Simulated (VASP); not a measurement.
# P (Im-3m) in VASP: a series of runs

Runs on P. Level: revPBE. Tasks: single point.

Everything below comes from runs of VASP 6.6.1. Logs are shortened: lines on timing, memory, paths and dates and some standing lists are left out, and cuts for length are marked.

**1. The cell of the first run**

The structure is cubic, space group Im-3m (No. 229). The conventional cell has a = 3.022 Å, b = 3.022 Å, c = 3.022 Å, α = 90.00°, β = 90.00°, γ = 90.00°. Within 3.5 Å of P (site symmetry m-3m) lie 14 P at 2.62 to 3.02 Å.

**2. Single point, revPBE (volume scaled by 0.96)**

Input file INCAR:

```
SYSTEM = P
ALGO = Normal
EDIFF = 1E-7
ENCUT = 520
GGA = RE
ISIF = 2
ISMEAR = -1
LASPH = .True.
LCHARG = .False.
LREAL = .False.
LWAVE = .False.
NBANDS = 8
NELM = 80
PREC = Accurate
SIGMA = 0.1
```

Input file KPOINTS:

```
k-points
0
Gamma
  16 16 16
  0 0 0
```

Input file POSCAR:

```
P
1.0
   -1.5107821940      1.5107821940      1.5107821940
    1.5107821940     -1.5107821940      1.5107821940
    1.5107821940      1.5107821940     -1.5107821940
P
1
Direct
    0.0000000000      0.0000000000      0.0000000000
```

Potentials or basis: VASP PAW PBE potentials, release 64 (P).

Run with:

```sh
$ cat potpaw_PBE.64/P/POTCAR > POTCAR
$ mpirun -np 1 vasp_std > vasp.out
```

OUTCAR:

```text
SYSTEM = P
   EDIFF = 1E-7
   ENCUT = 520
   GGA = RE
   ISIF = 2
   ISMEAR = -1
   LASPH = .True.
   LREAL = .False.
   NELM = 80
   PREC = Accurate

 ion  position               nearest neighbor table
   1  0.000  0.000  0.000-

  LATTYP: Found a body centered cubic cell.
 ALAT       =     3.0215643880

  Lattice vectors:

 A1 = (  -1.5107821940,   1.5107821940,   1.5107821940)
 A2 = (   1.5107821940,  -1.5107821940,   1.5107821940)
 A3 = (   1.5107821940,   1.5107821940,  -1.5107821940)

Analysis of symmetry for initial positions (statically):
=====================================================================
 Subroutine PRICEL returns:
 Original cell was already a primitive cell.

 Routine SETGRP: Setting up the symmetry group for a
 body centered cubic supercell.

 Subroutine GETGRP returns: Found 48 space group operations
 (whereof 48 operations were pure point group operations)
 out of a pool of 48 trial point group operations.

The static configuration has the point symmetry O_h .

Analysis of symmetry for dynamics (positions and initial velocities):
=====================================================================
 Subroutine PRICEL returns:
 Original cell was already a primitive cell.

 Routine SETGRP: Setting up the symmetry group for a
 body centered cubic supercell.

 Subroutine GETGRP returns: Found 48 space group operations
 (whereof 48 operations were pure point group operations)
 out of a pool of 48 trial point group operations.

The dynamic configuration has the point symmetry O_h .

 Subroutine INISYM returns: Found 48 space group operations
 (whereof 48 operations are pure point group operations),
 and found     1 'primitive' translations

----------------------------------------------------------------------------------------

                                     Primitive cell

  volume of cell :      13.7932

  direct lattice vectors                    reciprocal lattice vectors
    -1.510782194  1.510782194  1.510782194     0.000000000  0.330954390  0.330954390
     1.510782194 -1.510782194  1.510782194     0.330954390  0.000000000  0.330954390
     1.510782194  1.510782194 -1.510782194     0.330954390  0.330954390  0.000000000

  length of vectors
     2.616751519  2.616751519  2.616751519     0.468040187  0.468040187  0.468040187

  position of ions in fractional coordinates (direct lattice)
     0.000000000  0.000000000  0.000000000

  ion indices of the primitive-cell ions
   primitive index   ion index
                 1           1

----------------------------------------------------------------------------------------

 KPOINTS: k-points

Automatic generation of k-mesh.
 Grid dimensions read from file:
 generate k-points for:   16   16   16

 Generating k-lattice:

  Cartesian coordinates                     Fractional coordinates (reciprocal lattice)
     0.000000000  0.020684649  0.020684649     0.062500000  0.000000000  0.000000000
     0.020684649  0.000000000  0.020684649     0.000000000  0.062500000  0.000000000
     0.020684649  0.020684649  0.000000000     0.000000000  0.000000000  0.062500000

  Length of vectors
     0.029252512  0.029252512  0.029252512

  Shift w.r.t. Gamma in fractional coordinates (k-lattice)
     0.000000000  0.000000000  0.000000000

 Subroutine IBZKPT returns following result:
 ===========================================

 Found    145 irreducible k-points:

 Following reciprocal coordinates:
            Coordinates               Weight
  0.000000  0.000000  0.000000      1.000000
  0.062500  0.000000  0.000000     12.000000
  0.125000  0.000000  0.000000     12.000000
  0.187500  0.000000  0.000000     12.000000
  0.250000  0.000000  0.000000     12.000000
  0.312500  0.000000  0.000000     12.000000
[... 16 lines left out ...]
  0.187500  0.187500  0.000000     24.000000
  0.250000  0.187500  0.000000     48.000000
 [... further k-points ...]
   k-points           NKPTS =    145   k-points in BZ     NKDIM =    145   number of bands    NBANDS=      8
   number of dos      NEDOS =    301   number of ions     NIONS =      1
   total plane-waves  NPLWV =   8000
   dimension x,y,z NGX =    20 NGY =   20 NGZ =   20
   dimension x,y,z NGXF=    40 NGYF=   40 NGZF=   40
   ions per type =               1
   NGX,Y,Z   is equivalent  to a cutoff of  12.71, 12.71, 12.71 a.u.
   NGXF,Y,Z  is equivalent  to a cutoff of  25.41, 25.41, 25.41 a.u.
 SYSTEM =  P
   PREC   = accura    normal or accurate (medium, high low for compatibility)
   ISTART =      0    job   : 0-new  1-cont  2-samecut
   ICHARG =      2    charge: 1-file 2-atom 10-const
   ISPIN  =      1    spin polarized calculation?
   LNONCOLLINEAR =      F non collinear calculations
   LSORBIT =      F    spin-orbit coupling
   LASPH  =      T    aspherical Exc in radial PAW
   ENCUT  =  520.0 eV  38.22 Ry    6.18 a.u.   4.87  4.87  4.87*2*pi/ulx,y,z
   NELM   =     80;   NELMIN=  2; NELMDL= -5     # of ELM steps
   EDIFF  = 0.1E-06   stopping-criterion for ELM
   LREAL  =      F    real-space projection
   EDIFFG = 0.1E-05   stopping-criterion for IOM
   NSW    =      0    number of steps for IOM
   IBRION =     -1    ionic relax: 0-MD 1-quasi-New 2-CG
   NFREE  =      0    steps in history (QN), initial steepest desc. (CG)
   ISIF   =      2    stress and relaxation
   ISYM   =      2    0-nonsym 1-usesym 2-fastsym
   POTIM  = 0.5000    time-step for ionic-motion
   TEBEG  =    0.0;   TEEND  =   0.0 temperature during run
   PSTRESS=    0.0 pullay stress
   NELECT =       5.0000    total number of electrons
   NUPDOWN=      -1.0000    fix difference up-down
   EMIN   =  10.00;   EMAX   =-10.00  energy-range for DOS
   EFERMI =   0.00;   METHOD = LEGACY
   ISMEAR =    -1;   SIGMA  =   0.10  broadening in eV -4-tet -1-fermi 0-gaus
   EFERMI_NEDOS =   21; number of points for ismear=-14 and -15
   IALGO  =     38    algorithm
   IMIX   =      4    mixing-type and parameters
     AMIX     =   0.40;   BMIX     =  1.00
     AMIX_MAG =   1.60;   BMIX_MAG =  1.00
  volume/ion in A,a.u.               =      13.79        93.08
  Fermi-wavevector in a.u.,A,eV,Ry     =   1.167283  2.205846 18.538626  1.362551
  Thomas-Fermi vector in A             =   2.303786
   LORBIT       =      0    0 simple, 1 ext, 2 COOP (PROOUT), +10 PAW based schemes
   GGA     = RE    functional components
   LHFCALC =     F    Hartree Fock is set to
   AEXX    =    0.0000 exact exchange contribution
   IVDW    =     0    specifies the selected vdW correction
   LEPSILON=     F    determine dielectric tensor
   LRPA    =     F    only Hartree local field effects (RPA)
 non-spin polarized calculation
  energy-cutoff  :      520.00
  volume of cell :       13.79
 maximum number of plane-waves:       384
   NGX =  9   NGY =  9   NGZ =  9

 number of electron       5.0000000 magnetization

 Free energy of the ion-electron system (eV)
  ---------------------------------------------------
  ext. energy  EPLUGINS =         0.00000000
  ---------------------------------------------------
  free energy    TOTEN  =        -4.34783177 eV

  energy without entropy =       -4.33036549  energy(sigma->0) =       -4.33909863

 E-fermi :  10.5206     XC(G=0): -11.7054

 val. band max:       10.4978218811   @ k =  -0.3125   0.3125   0.2500
 cond. band min:      10.5702393642   @ k =  -0.4375   0.4375   0.1875
 fundamental gap:      0.0724174831
 Fermi energy:        10.5205684816

 k-point     1 :       0.0000    0.0000    0.0000
  band No.  band energies     occupation
      1      -6.2755      2.00000
      2      18.0307      0.00000
      3      18.0307      0.00000
      4      18.0307      0.00000
      5      22.5226      0.00000
      6      22.5226      0.00000
      7      22.5226      0.00000
      8      26.5817      0.00000

 k-point     2 :       0.0625    0.0000    0.0000
  band No.  band energies     occupation
      1      -6.1549      2.00000
      2      17.1972      0.00000
      3      17.5458      0.00000
      4      17.9482      0.00000
      5      22.1740      0.00000
      6      22.6980      0.00000
      7      23.2176      0.00000
      8      25.8231      0.00000

 k-point     3 :       0.1250    0.0000    0.0000
  band No.  band energies     occupation
      1      -5.7936      2.00000
      2      15.2592      0.00000
      3      16.5720      0.00000
      4      17.7124      0.00000
      5      21.3535      0.00000
      6      22.4731      0.00000
      7      24.8189      0.00000
      8      25.3371      0.00000

 k-point     4 :       0.1875    0.0000    0.0000
  band No.  band energies     occupation
      1      -5.1936      2.00000
      2      12.8804      0.00000
      3      15.5730      0.00000
      4      17.3620      0.00000
      5      20.4017      0.00000
      6      21.5806      0.00000
      7      25.8259      0.00000
      8      26.3256      0.00000

 k-point     5 :       0.2500    0.0000    0.0000
  band No.  band energies     occupation
      1      -4.3585      2.00000
      2      10.3919      1.56726
      3      14.6992      0.00000
      4      16.9595      0.00000
      5      19.5126      0.00000
      6      20.6426      0.00000
      7      26.6904      0.00000
      8      26.6983      0.00000

 k-point     6 :       0.3125    0.0000    0.0000
  band No.  band energies     occupation
      1      -3.2953      2.00000
      2       7.9564      2.00000
      3      13.9993      0.00000
      4      16.5736      0.00000
      5      18.7747      0.00000
      6      19.8694      0.00000
      7      27.3818      0.00000
      8      27.7129      0.00000

 k-point     7 :       0.3750    0.0000    0.0000
  band No.  band energies     occupation
      1      -2.0199      2.00000
      2       5.6657      2.00000
      3      13.4921      0.00000
      4      16.2606      0.00000
      5      18.2293      0.00000
      6      19.3050      0.00000
      7      28.3297      0.00000
      8      28.7986      0.00000

 k-point     8 :       0.4375    0.0000    0.0000
  band No.  band energies     occupation
      1      -0.5902      2.00000
      2       3.6153      2.00000
      3      13.1854      0.00000
      4      16.0587      0.00000
      5      17.8961      0.00000
      6      18.9628      0.00000
      7      29.4355      0.00000
      8      29.7663      0.00000

 k-point     9 :       0.5000    0.0000    0.0000
  band No.  band energies     occupation
      1       0.4386      2.00000
      2       2.3778      2.00000
      3      13.0828      0.00000
      4      15.9892      0.00000
      5      17.7841      0.00000
      6      18.8482      0.00000
      7      30.1581      0.00000
      8      30.2028      0.00000

 k-point    10 :       0.0625    0.0625    0.0000
  band No.  band energies     occupation
      1      -5.9140      2.00000
      2      15.9468      0.00000
      3      16.8665      0.00000
      4      17.5360      0.00000
      5      21.8967      0.00000
      6      22.6272      0.00000
      7      24.2484      0.00000
      8      25.0348      0.00000
[... 78 lines left out ...]
 k-point    18 :       0.1875    0.1250    0.0000
  band No.  band energies     occupation
      1      -4.0021      2.00000
      2      10.4950      1.12714
      3      12.6801      0.00000
      4      15.7059      0.00000
      5      20.6195      0.00000
      6      22.2663      0.00000
      7      25.3238      0.00000
      8      27.5906      0.00000

 k-point    19 :       0.2500    0.1250    0.0000
  band No.  band energies     occupation
      1      -2.9424      2.00000
      2       8.2044      2.00000
      3      11.8098      0.00001
      4      15.1535      0.00000
      5      20.1495      0.00000
      6      22.1097      0.00000
      7      25.7420      0.00000
      8      29.0923      0.00000

 k-point    20 :       0.3125    0.1250    0.0000
  band No.  band energies     occupation
      1      -1.6720      2.00000
      2       5.9679      2.00000
      3      11.2260      0.00173
      4      14.7281      0.00000
      5      19.7311      0.00000
      6      21.9859      0.00000
      7      26.4419      0.00000
      8      29.9942      0.00000

 k-point    21 :       0.3750    0.1250    0.0000
  band No.  band energies     occupation
      1      -0.2505      2.00000
      2       3.9447      2.00000
      3      10.8826      0.05217
      4      14.4617      0.00000
      5      19.4559      0.00000
      6      21.8870      0.00000
      7      27.4507      0.00000
      8      29.7202      0.00000

 k-point    22 :       0.4375    0.1250    0.0000
  band No.  band energies     occupation
      1       0.7658      2.00000
      2       2.7249      2.00000
      3      10.7688      0.15421
      4      14.3712      0.00000
      5      19.3609      0.00000
      6      21.8484      0.00000
      7      28.6349      0.00000
      8      28.6524      0.00000

 k-point    23 :       0.1875    0.1875    0.0000
  band No.  band energies     occupation
      1      -3.0588      2.00000
      2       9.1885      2.00000
      3      10.7606      0.16633
      4      15.0427      0.00000
      5      20.7244      0.00000
      6      22.4902      0.00000
      7      26.2782      0.00000
      8      27.8260      0.00000

 k-point    24 :       0.2500    0.1875    0.0000
  band No.  band energies     occupation
      1      -1.8967      2.00000
      2       7.3260      2.00000
      3       9.6334      1.99972
      4      14.5216      0.00000
      5      20.6451      0.00000
      6      22.7801      0.00000
      7      26.7181      0.00000
      8      28.8133      0.00000

 [... further k-points ...]
[... 5 lines left out ...]
  --------------------------------------------------------------------------------------
  -------------------------------------------------------------------------------------
  Total        0.3132546      0.3132546      0.3132546     -0.0000000     -0.0000000      0.0000000
  in kB       36.3866786     36.3866786     36.3866786     -0.0000000     -0.0000000      0.0000000
  external PRESSURE =      36.3866786 kB  Pullay stress =       0.0000000 kB

 VOLUME and BASIS-vectors are now :
 -----------------------------------------------------------------------------
  energy-cutoff  :      520.00
  volume of cell :       13.79
      direct lattice vectors                 reciprocal lattice vectors
    -1.510782194  1.510782194  1.510782194     0.000000000  0.330954390  0.330954390
     1.510782194 -1.510782194  1.510782194     0.330954390  0.000000000  0.330954390
     1.510782194  1.510782194 -1.510782194     0.330954390  0.330954390  0.000000000

 POSITION                                       TOTAL-FORCE (eV/Angst)
 -----------------------------------------------------------------------------------
      0.00000      0.00000      0.00000         0.000000     -0.000000      0.000000
 -----------------------------------------------------------------------------------
    total drift:                                0.000000      0.000000     -0.000000

  FREE ENERGIE OF THE ION-ELECTRON SYSTEM (eV)
  ---------------------------------------------------
  free  energy   TOTEN  =        -4.3478317662 eV

  energy  without entropy=       -4.3303654910  energy(sigma->0) =       -4.33909863
```

It took 7.9 s on 1 thread of Intel Xeon Platinum 8488C (Sapphire Rapids), shared host; peak memory 0.12 GiB.

What came out:

- Free energy: -4.3478 eV
- Pressure: 3.6 GPa

Caveat: the cell differs from its parent crystal (volume scaled by 0.96); the PAW data sets were made with another functional, which shifts forces and pressure a little.

**3. Single point, revPBE**

This run uses another cell than the first one, of 14.37 Å³/atom, 1.042 times its volume.

Input file INCAR:

```
ALGO = Normal
EDIFF = 1E-6
ENCUT = 520
GGA = RE
ISIF = 2
ISMEAR = -1
LASPH = T
LCHARG = F
LREAL = F
LWAVE = F
NBANDS = 8
NELM = 60
PREC = Accurate
SIGMA = 0.1
```

Input file KPOINTS:

```
k-points
0
Gamma
  16 16 16
```

Input file POSCAR:

```
P
1.0
   -1.5314804126      1.5314804126      1.5314804126
    1.5314804126     -1.5314804126      1.5314804126
    1.5314804126      1.5314804126     -1.5314804126
P
1
Direct
    0.0000000000      0.0000000000      0.0000000000
```

Potentials or basis: VASP PAW PBE potentials, release 64 (P).

Run with:

```sh
$ cat potpaw_PBE.64/P/POTCAR > POTCAR
$ mpirun -np 1 vasp_std > vasp.out
```

Run time: 8 s. Hardware: 1 thread of Intel Xeon Platinum 8488C (Sapphire Rapids), shared host; peak memory 0.13 GiB.

The run converged. Its results:

```yaml
Free_energy: -4.3536 eV
Pressure: -0.4 GPa
```

Levels at points of the mesh, in eV from the Fermi level:
```
           k point  band 1  band 2  band 3  band 4  band 5  band 6
(0.00, 0.00, 0.00)  -16.34    7.12    7.12    7.12   11.92   11.92
(0.50, 0.00, 0.00)   -9.94   -7.79    2.44    5.25    7.33    8.19
(0.50, 0.50, 0.50)   -4.22   -2.58   -2.58   -2.58    2.44    2.44
```

Caveat: the PAW data sets were made with another functional, which shifts forces and pressure a little.

(Continued in part 2 of 2.)
